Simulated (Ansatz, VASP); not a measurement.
## Two plane-wave programs on Os

```
Os
1.0
     0.00000    4.19561    2.43133
     2.72166    0.00000    2.43133
     2.72166    4.19561    0.00000
Os
3
Cartesian
  1.3608 2.0978 0.0000
  1.3608 2.0978 2.4313
  2.7217 4.1956 2.4313
```

Alike in both runs: functional PBE; k mesh 6 × 6 × 6; occupations gaussian, width 0.1 eV; no spin polarisation.

Ansatz relaxed the structure, and its values are those at the end. VASP's run is a single point on that final structure, the one shown.

```csv
,VASP,Ansatz
version,VASP 6.6.1,Ansatz 0.2.0
potentials or method,"VASP PAW PBE potentials, release 64 (Os_sv_GW), cutoff 560 eV","scalar-relativistic, plane waves, PAW"
valence electrons in the cell,48,48
```

```tsv
	VASP	Ansatz	Ansatz less VASP
gap on the k mesh at the Fermi level (eV)	none	none	-
pressure (GPa)	-0.9	0.0	+0.95
```

A gap of «none» marks a metal or a gap that the smearing closes. With one functional, cell and mesh, what is left measures potentials, basis and numerics.

Spin-orbit coupling is off throughout.
